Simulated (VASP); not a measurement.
Wanted: the native input for a VASP 6.6.1 run.

```yaml
Task: single point
Functional: PBE
Potentials_or_basis: VASP PAW PBE potentials, release 64 (O, Ca_sv, Se)
Cutoff: 520 eV
k_mesh: 6 × 6 × 4
Occupations: gaussian, width 0.01 eV
Spin: no spin polarisation
Dipole_correction: no
Further_INCAR_settings: ALGO = Normal; EDIFF = 1e-06; NBANDS = 24
```

The structure of Ca2SeO lies in POSCAR:

```
Ca2SeO
1.0
    3.8635679612      0.0000000000      0.0000000000
    0.0000000000      3.8635679612      0.0000000000
    0.0000000000      0.0000000000      5.4698670578
O Ca Se
1 2 1
Direct
    0.0000000000      0.0000000000      0.0000000000
    0.0000000000      0.0000000000      0.5000000000
    0.5000000000      0.5000000000      0.0000000000
    0.5000000000      0.5000000000      0.5000000000
```

This cell differs from its parent crystal: volume changed by -3%.

The input as run:

INCAR

```
SYSTEM = Ca2SeO
ALGO = Normal ; EDIFF = 1E-6
ENCUT = 520 ; GGA = PE
ISIF = 2 ; ISMEAR = 0
LASPH = .True. ; LCHARG = .True.
LELF = .True. ; LREAL = .False.
LVHAR = .True. ; LWAVE = .False.
NBANDS = 24 ; NELM = 60
PREC = Accurate ; SIGMA = 0.01
```

KPOINTS

```
k-points
0
Gamma
  6 6 4
  0 0 0
```

Potentials or basis: VASP PAW PBE potentials, release 64 (O, Ca_sv, Se).

The run is started by

```bash
$ cat potpaw_PBE.64/O/POTCAR potpaw_PBE.64/Ca_sv/POTCAR potpaw_PBE.64/Se/POTCAR > POTCAR
$ mpirun -np 1 vasp_std > vasp.out
```

Results of the run:

```
Pressure               : 2.3 GPa
Band gap on the k mesh : 2.03 eV, direct
```

Run time: 44 s on 1 thread of Intel(R) Xeon(R) Platinum 8375C CPU @ 2.90GHz (Ice Lake) (shared host), peak memory 0.22 GiB.
